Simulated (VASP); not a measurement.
BP, 2 atoms in the cell. It takes space group F-43m (No. 216, cubic). Conventional cell: a = 4.474 Å, b = 4.474 Å, c = 4.474 Å, α = 90.00°, β = 90.00°, γ = 90.00°. Within 2.6 Å of B (site symmetry -43m) lie 4 P at 1.94 Å. P (site symmetry -43m) has 4 B at 1.94 Å within 2.6 Å. 

```yaml
Program: VASP 6.6.1
Task: single point
Functional: LDA
Potentials_or_basis: VASP PAW LDA potentials, release 64 (B, P)
Cutoff: 520 eV
k_mesh: 8 × 8 × 8
Occupations: gaussian, width 0.01 eV
Spin: no spin polarisation
Dipole_correction: no
Further_INCAR_settings: ALGO = Normal; EDIFF = 1e-06; NBANDS = 11
```

Potentials or basis: VASP PAW LDA potentials, release 64 (B, P).

The run is started by

```bash
$ cat potpaw_LDA.64/B/POTCAR potpaw_LDA.64/P/POTCAR > POTCAR
$ mpirun -np 1 vasp_std > vasp.out
```

Hardware: 1 thread of AMD EPYC 9R45 96-Core Processor (Zen 5) (shared host).

Task: How long does it take, and how much memory?

Result: Wall time 2.8 s on 1 thread of AMD EPYC 9R45 96-Core Processor (Zen 5) (shared host), peak memory 0.09 GiB. Counts: scf iterations 12, k points 29.
